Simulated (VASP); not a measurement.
# Mg (R-3m) in VASP: a series of runs

The runs below take Mg through single point, relaxation of cell and atoms, with PBE.

All numbers are computed with VASP 6.6.1; they aren't measurements. Logs are shortened: lines on timing, memory, paths and dates and some standing lists are left out, and cuts for length are marked.

## 1. The cell of the first run

It takes space group R-3m (No. 166, trigonal). The conventional cell has a = 3.203 Å, b = 3.203 Å, c = 23.281 Å, α = 90.00°, β = 90.00°, γ = 120.00°. Mg (site symmetry -3m) has 12 Mg at 3.18 to 3.20 Å within 4.2 Å. Within 4.2 Å of Mg (site symmetry 3m) lie 12 Mg at 3.17 to 3.20 Å.

## 2. Single point, PBE

Contents of INCAR:

```
PREC = Accurate
ENCUT = 520
EDIFF = 1E-6
ISMEAR = 0
SIGMA = 0.1
LREAL = False
LASPH = True
NELM = 100
ALGO = Normal
ISIF = 2
LWAVE = False
LCHARG = False
GGA = PE
NBANDS = 10
```

Contents of KPOINTS:

```
regular mesh
0
Gamma
  15 15 15
```

Contents of POSCAR:

```
Mg
1.0
    1.6017208966      0.9247539908      7.7604158681
   -1.6017208966      0.9247539908      7.7604158681
    0.0000000000     -1.8495079816      7.7604158681
Mg
3
Direct
    0.0000000000      0.0000000000      0.0000000000
    0.2220330183      0.2220330183      0.2220330183
    0.7779669817      0.7779669817      0.7779669817
```

Potentials or basis: VASP PAW PBE potentials, release 64 (Mg).

Run with:

```sh
cat potpaw_PBE.64/Mg/POTCAR > POTCAR
mpirun -np 1 vasp_std > vasp.out
```

OUTCAR:

```text
PREC = Accurate
   ENCUT = 520
   EDIFF = 1E-6
   ISMEAR = 0
   LREAL = False
   LASPH = True
   NELM = 100
   ISIF = 2
   GGA = PE

 ion  position               nearest neighbor table
   1  0.000  0.000  0.000-   3 3.18   2 3.18   3 3.18   3 3.18   2 3.18   2 3.18
   2  0.222  0.222  0.222-   3 3.17   3 3.17   3 3.17   1 3.18   1 3.18   1 3.18
   3  0.778  0.778  0.778-   2 3.17   2 3.17   2 3.17   1 3.18   1 3.18   1 3.18

  LATTYP: Found a trigonal (rhomboedric) cell.
 ALAT       =     7.9777649890
 COS(alpha) =     0.9193802956

  Lattice vectors:

 A1 = (   1.6017208966,   0.9247539908,   7.7604158681)
 A2 = (  -1.6017208966,   0.9247539908,   7.7604158681)
 A3 = (   0.0000000000,  -1.8495079816,   7.7604158681)

Analysis of symmetry for initial positions (statically):
=====================================================================
 Subroutine PRICEL returns:
 Original cell was already a primitive cell.

 Routine SETGRP: Setting up the symmetry group for a
 trigonal (rhombohedral) supercell.

 Subroutine GETGRP returns: Found 12 space group operations
 (whereof 12 operations were pure point group operations)
 out of a pool of 12 trial point group operations.

The static configuration has the point symmetry D_3d.

Analysis of symmetry for dynamics (positions and initial velocities):
=====================================================================
 Subroutine PRICEL returns:
 Original cell was already a primitive cell.

 Routine SETGRP: Setting up the symmetry group for a
 trigonal (rhombohedral) supercell.

 Subroutine GETGRP returns: Found 12 space group operations
 (whereof 12 operations were pure point group operations)
 out of a pool of 12 trial point group operations.

The dynamic configuration has the point symmetry D_3d.

 Subroutine INISYM returns: Found 12 space group operations
 (whereof 12 operations are pure point group operations),
 and found     1 'primitive' translations

----------------------------------------------------------------------------------------

                                     Primitive cell

  volume of cell :      68.9683

  direct lattice vectors                    reciprocal lattice vectors
     1.601720897  0.924753991  7.760415868     0.312164249  0.180228113  0.042953025
    -1.601720897  0.924753991  7.760415868    -0.312164249  0.180228113  0.042953025
     0.000000000 -1.849507982  7.760415868     0.000000000 -0.360456226  0.042953025

  length of vectors
     7.977764989  7.977764989  7.977764989     0.363006409  0.363006409  0.363006409

  position of ions in fractional coordinates (direct lattice)
     0.000000000  0.000000000  0.000000000
     0.222033018  0.222033018  0.222033018
     0.777966982  0.777966982  0.777966982

  ion indices of the primitive-cell ions
   primitive index   ion index
                 1           1
                 2           2
                 3           3

----------------------------------------------------------------------------------------

 KPOINTS: regular mesh

Automatic generation of k-mesh.
 Grid dimensions read from file:
 generate k-points for:   15   15   15

 Generating k-lattice:

  Cartesian coordinates                     Fractional coordinates (reciprocal lattice)
     0.020810950  0.012015208  0.002863535     0.066666667  0.000000000  0.000000000
    -0.020810950  0.012015208  0.002863535     0.000000000  0.066666667  0.000000000
     0.000000000 -0.024030415  0.002863535     0.000000000  0.000000000  0.066666667

  Length of vectors
     0.024200427  0.024200427  0.024200427

  Shift w.r.t. Gamma in fractional coordinates (k-lattice)
     0.000000000  0.000000000  0.000000000

 Subroutine IBZKPT returns following result:
 ===========================================

 Found    344 irreducible k-points:

 Following reciprocal coordinates:
            Coordinates               Weight
  0.000000  0.000000  0.000000      1.000000
  0.066667  0.000000  0.000000      6.000000
  0.133333 -0.000000  0.000000      6.000000
  0.200000  0.000000  0.000000      6.000000
  0.266667 -0.000000  0.000000      6.000000
  0.333333  0.000000  0.000000      6.000000
[... 16 lines left out ...]
  0.133333  0.133333  0.000000      6.000000
  0.200000  0.133333  0.000000     12.000000
 [... further k-points ...]
   k-points           NKPTS =    344   k-points in BZ     NKDIM =    344   number of bands    NBANDS=     10
   number of dos      NEDOS =    301   number of ions     NIONS =      3
   total plane-waves  NPLWV = 216000
   dimension x,y,z NGX =    60 NGY =   60 NGZ =   60
   dimension x,y,z NGXF=   120 NGYF=  120 NGZF=  120
   ions per type =               3
   NGX,Y,Z   is equivalent  to a cutoff of  12.50, 12.50, 12.50 a.u.
   NGXF,Y,Z  is equivalent  to a cutoff of  25.01, 25.01, 25.01 a.u.
 SYSTEM =  unknown system
   PREC   = accura    normal or accurate (medium, high low for compatibility)
   ISTART =      0    job   : 0-new  1-cont  2-samecut
   ICHARG =      2    charge: 1-file 2-atom 10-const
   ISPIN  =      1    spin polarized calculation?
   LNONCOLLINEAR =      F non collinear calculations
   LSORBIT =      F    spin-orbit coupling
   LASPH  =      T    aspherical Exc in radial PAW
   ENCUT  =  520.0 eV  38.22 Ry    6.18 a.u.  14.83 14.83 14.83*2*pi/ulx,y,z
   NELM   =    100;   NELMIN=  2; NELMDL= -5     # of ELM steps
   EDIFF  = 0.1E-05   stopping-criterion for ELM
   LREAL  =      F    real-space projection
   EDIFFG = 0.1E-04   stopping-criterion for IOM
   NSW    =      0    number of steps for IOM
   IBRION =     -1    ionic relax: 0-MD 1-quasi-New 2-CG
   NFREE  =      0    steps in history (QN), initial steepest desc. (CG)
   ISIF   =      2    stress and relaxation
   ISYM   =      2    0-nonsym 1-usesym 2-fastsym
   POTIM  = 0.5000    time-step for ionic-motion
   TEBEG  =    0.0;   TEEND  =   0.0 temperature during run
   PSTRESS=    0.0 pullay stress
   NELECT =       6.0000    total number of electrons
   NUPDOWN=      -1.0000    fix difference up-down
   EMIN   =  10.00;   EMAX   =-10.00  energy-range for DOS
   EFERMI =   0.00;   METHOD = LEGACY
   ISMEAR =     0;   SIGMA  =   0.10  broadening in eV -4-tet -1-fermi 0-gaus
   EFERMI_NEDOS =   21; number of points for ismear=-14 and -15
   IALGO  =     38    algorithm
   IMIX   =      4    mixing-type and parameters
     AMIX     =   0.40;   BMIX     =  1.00
     AMIX_MAG =   1.60;   BMIX_MAG =  1.00
  volume/ion in A,a.u.               =      22.99       155.14
  Fermi-wavevector in a.u.,A,eV,Ry     =   0.725397  1.370801  7.159388  0.526200
  Thomas-Fermi vector in A             =   1.816108
   LORBIT       =      0    0 simple, 1 ext, 2 COOP (PROOUT), +10 PAW based schemes
   GGA     = PE    functional components
   LHFCALC =     F    Hartree Fock is set to
   AEXX    =    0.0000 exact exchange contribution
   IVDW    =     0    specifies the selected vdW correction
   LEPSILON=     F    determine dielectric tensor
   LRPA    =     F    only Hartree local field effects (RPA)
 non-spin polarized calculation
 Gauss-broadening in eV      SIGMA  =   0.10
  energy-cutoff  :      520.00
  volume of cell :       68.97
 maximum number of plane-waves:      1879
   NGX = 29   NGY = 29   NGZ = 29

 number of electron       6.0000000 magnetization

 Free energy of the ion-electron system (eV)
  ---------------------------------------------------
  ext. energy  EPLUGINS =         0.00000000
  ---------------------------------------------------
  free energy    TOTEN  =        -4.51475088 eV

  energy without entropy =       -4.50875992  energy(sigma->0) =       -4.51175540

 E-fermi :   2.6157     XC(G=0):  -8.4869

 val. band max:        2.6109004729   @ k =  -0.4000  -0.4000   0.1333
 cond. band min:       2.6294463839   @ k =  -0.4000   0.2667   0.2000
 fundamental gap:      0.0185459110
 Fermi energy:         2.6157167420

 k-point     1 :       0.0000    0.0000    0.0000
  band No.  band energies     occupation
      1      -4.2997      2.00000
      2      -1.8309      2.00000
      3      -1.8196      2.00000
      4       5.3099      0.00000
      5       5.3129      0.00000
      6      13.6980      0.00000
      7      13.6980      0.00000
      8      13.8220      0.00000
      9      13.8226      0.00000
     10      14.0868      0.00000

 k-point     2 :       0.0667    0.0000    0.0000
  band No.  band energies     occupation
      1      -4.2114      2.00000
      2      -1.8478      2.00000
      3      -1.6307      2.00000
      4       5.1841      0.00000
      5       5.5927      0.00000
      6      11.9561      0.00000
      7      12.7112      0.00000
      8      12.7828      0.00000
      9      13.3685      0.00000
     10      13.5689      0.00000

 k-point     3 :       0.1333   -0.0000    0.0000
  band No.  band energies     occupation
      1      -3.9468      2.00000
      2      -1.6980      2.00000
      3      -1.2654      2.00000
      4       5.2080      0.00000
      5       6.0220      0.00000
      6       9.9131      0.00000
      7      10.8075      0.00000
      8      11.9452      0.00000
      9      12.4633      0.00000
     10      12.4822      0.00000

 k-point     4 :       0.2000    0.0000    0.0000
  band No.  band energies     occupation
      1      -3.5074      2.00000
      2      -1.3770      2.00000
      3      -0.7315      2.00000
      4       5.3612      0.00000
      5       6.5656      0.00000
      6       7.9919      0.00000
      7       8.9851      0.00000
      8      10.9569      0.00000
      9      11.2529      0.00000
     10      11.6804      0.00000

 k-point     5 :       0.2667   -0.0000    0.0000
  band No.  band energies     occupation
      1      -2.8956      2.00000
      2      -0.8869      2.00000
      3      -0.0327      2.00000
      4       5.4010      0.00000
      5       6.3208      0.00000
      6       7.0070      0.00000
      7       7.6667      0.00000
      8       9.2175      0.00000
      9      10.7083      0.00000
     10      11.0411      0.00000

 k-point     6 :       0.3333    0.0000    0.0000
  band No.  band energies     occupation
      1      -2.1148      2.00000
      2      -0.2314      2.00000
      3       0.8233      2.00000
      4       4.1707      0.00000
      5       5.4571      0.00000
      6       6.5380      0.00000
      7       7.4810      0.00000
      8       8.2971      0.00000
      9      10.3119      0.00000
     10      10.5496      0.00000
[... 183 lines left out ...]
 k-point    21 :      -0.1333    0.0667   -0.0000
  band No.  band energies     occupation
      1      -3.6903      2.00000
      2      -1.3397      2.00000
      3      -1.1238      2.00000
      4       5.6226      0.00000
      5       6.0306      0.00000
      6       9.0110      0.00000
      7       9.7448      0.00000
      8      10.2300      0.00000
      9      11.1029      0.00000
     10      12.4780      0.00000

 k-point    22 :      -0.0667    0.0667    0.0000
  band No.  band energies     occupation
      1      -4.0386      2.00000
      2      -1.5765      2.00000
      3      -1.5652      2.00000
      4       5.5372      0.00000
      5       5.5375      0.00000
      6      10.9059      0.00000
      7      11.1287      0.00000
      8      11.4700      0.00000
      9      12.1647      0.00000
     10      14.0501      0.00000

 k-point    23 :       0.1333    0.1333    0.0000
  band No.  band energies     occupation
      1      -3.9320      2.00000
      2      -1.9005      2.00000
      3      -1.0358      2.00000
      4       4.8181      0.00000
      5       6.4293      0.00000
      6      10.1174      0.00000
      7      10.4614      0.00000
      8      11.7737      0.00000
      9      12.5068      0.00000
     10      12.8479      0.00000

 k-point    24 :       0.2000    0.1333    0.0000
  band No.  band energies     occupation
      1      -3.6608      2.00000
      2      -1.7434      2.00000
      3      -0.6660      2.00000
      4       4.8509      0.00000
      5       6.8285      0.00000
      6       9.2227      0.00000
      7       9.4614      0.00000
      8      10.0852      0.00000
      9      11.4533      0.00000
     10      12.9062      0.00000

 [... further k-points ...]
[... 5 lines left out ...]
  --------------------------------------------------------------------------------------
  -------------------------------------------------------------------------------------
  Total       -0.0547912     -0.0547912     -0.0498742      0.0000000      0.0000000     -0.0000000
  in kB       -1.2728353     -1.2728353     -1.1586107      0.0000000      0.0000000     -0.0000000
  external PRESSURE =      -1.2347604 kB  Pullay stress =       0.0000000 kB

 VOLUME and BASIS-vectors are now :
 -----------------------------------------------------------------------------
  energy-cutoff  :      520.00
  volume of cell :       68.97
      direct lattice vectors                 reciprocal lattice vectors
     1.601720897  0.924753991  7.760415868     0.312164249  0.180228113  0.042953025
    -1.601720897  0.924753991  7.760415868    -0.312164249  0.180228113  0.042953025
     0.000000000 -1.849507982  7.760415868     0.000000000 -0.360456226  0.042953025

 POSITION                                       TOTAL-FORCE (eV/Angst)
 -----------------------------------------------------------------------------------
      0.00000      0.00000      0.00000        -0.000000      0.000000     -0.000000
      0.00000      0.00000      5.16921         0.000000      0.000000      0.000039
      0.00000      0.00000     18.11204         0.000000      0.000000     -0.000039
 -----------------------------------------------------------------------------------
    total drift:                               -0.000000      0.000000     -0.000000

  FREE ENERGIE OF THE ION-ELECTRON SYSTEM (eV)
  ---------------------------------------------------
  free  energy   TOTEN  =        -4.5147508779 eV

  energy  without entropy=       -4.5087599154  energy(sigma->0) =       -4.51175540
```

It took 4.4 min on 1 thread of Intel Xeon 6975P-C (Granite Rapids), shared host; peak memory 0.6 GiB.

What came out:

```yaml
Free_energy: -4.5148 eV
Pressure: -0.1 GPa
Band_gap_on_the_k_mesh: zero (band 3 reaches 3.59 eV, above the bottom of band 4 at 1.53 eV)
```

Levels at points of the mesh, in eV from the Fermi level:
```csv
k point,band 1,band 2,band 3,band 4,band 5,band 6,band 7,band 8
"(0.00, 0.00, 0.00)",-6.92,-4.45,-4.44,2.69,2.70,11.08,11.08,11.21
```

(Continued in part 2 of 2.)
